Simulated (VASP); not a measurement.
Write the native input for VASP 6.6.1 that does the following.

```
Task                   : single point
Functional             : PBE
Potentials or basis    : VASP PAW PBE potentials, release 64 (Ba_sv, Mg, B)
Cutoff                 : 520 eV
k mesh                 : 6 × 6 × 6
Occupations            : gaussian, width 0.1 eV
Spin                   : no spin polarisation
Dipole correction      : no
Further INCAR settings : ALGO = Fast; EDIFF = 1e-06; NBANDS = 22
```

The structure of Ba2MgB2 lies in POSCAR:

```
Ba2MgB2
1.0
   -2.2085192418      2.2085192418      5.4261278003
    2.2085192418     -2.2085192418      5.4261278003
    2.2085192418      2.2085192418     -5.4261278003
Ba Mg B
2 1 2
Direct
    0.7500000000      0.2500000000      0.5000000000
    0.2500000000      0.7500000000      0.5000000000
    0.0000000000      0.0000000000      0.0000000000
    0.3880000000      0.3880000000      0.0000000000
    0.6120000000      0.6120000000      0.0000000000
```

These files were run (other wordings do the same):

INCAR

```
SYSTEM = Ba2MgB2
ALGO = Fast ; EDIFF = 1E-6
ENCUT = 520 ; GGA = PE
ISIF = 2 ; ISMEAR = 0
LASPH = .True. ; LCHARG = .False.
LREAL = .False. ; LWAVE = .False.
NBANDS = 22 ; NELM = 100
PREC = Accurate ; SIGMA = 0.1
```

KPOINTS

```
k-points
0
Gamma
  6 6 6
  0 0 0
```

Potentials or basis: VASP PAW PBE potentials, release 64 (Ba_sv, Mg, B).

Command:

```bash
$ cat potpaw_PBE.64/Ba_sv/POTCAR potpaw_PBE.64/Mg/POTCAR potpaw_PBE.64/B/POTCAR > POTCAR
$ mpirun -np 1 vasp_std > vasp.out
```

Results of the run:

* Pressure: 14.8 GPa
* Largest force: 4.152 eV/Å
* Band gap on the k mesh: zero (band 14 reaches 3.82 eV, above the bottom of band 15 at 3.07 eV)

Caveat: spin-orbit coupling is left out, which moves the levels of the heavy elements; forces of over 1 eV/Å act on the atoms, so gaps and moduli don't describe the material at rest.

Wall time 79 s on 1 thread of Intel(R) Xeon(R) 6975P-C (Granite Rapids), on a shared host, peak memory 0.36 GiB.
